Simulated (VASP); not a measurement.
**BF: single point with PBE**

The system is BF.

```
CELL_PARAMETERS angstrom
2.79689 0.00000 0.00000
0.00000 2.79689 0.00000
0.00000 0.00000 2.79689
ATOMIC_POSITIONS crystal
B 0.00000 0.00000 0.00000
F 0.50000 0.50000 0.50000
```

```
Program             : VASP 6.6.1
Task                : single point
Functional          : PBE
Potentials or basis : VASP PAW PBE potentials, release 64 (B, F)
Cutoff              : 600 eV
k mesh              : 7 × 7 × 7
Occupations         : gaussian, width 0.2 eV
Spin                : no spin polarisation
```

```
Pressure               : -0.8 GPa
Band gap on the k mesh : 1.36 eV, indirect (least direct gap 1.60 eV)
```

Levels at points of the mesh, in eV from the valence-band top:
```tsv
k point	band 2	band 3	band 4	band 5	band 6	band 7	band 8	band 9
(0.00, 0.00, 0.00)	-5.27	-2.77	-2.77	-2.77	6.31	6.31	6.31	13.45
```

Run time: 7.1 s on 1 thread of Intel Xeon 8259CL, with other jobs on the host, peak memory 0.13 GiB.

A k mesh can miss the band edges.
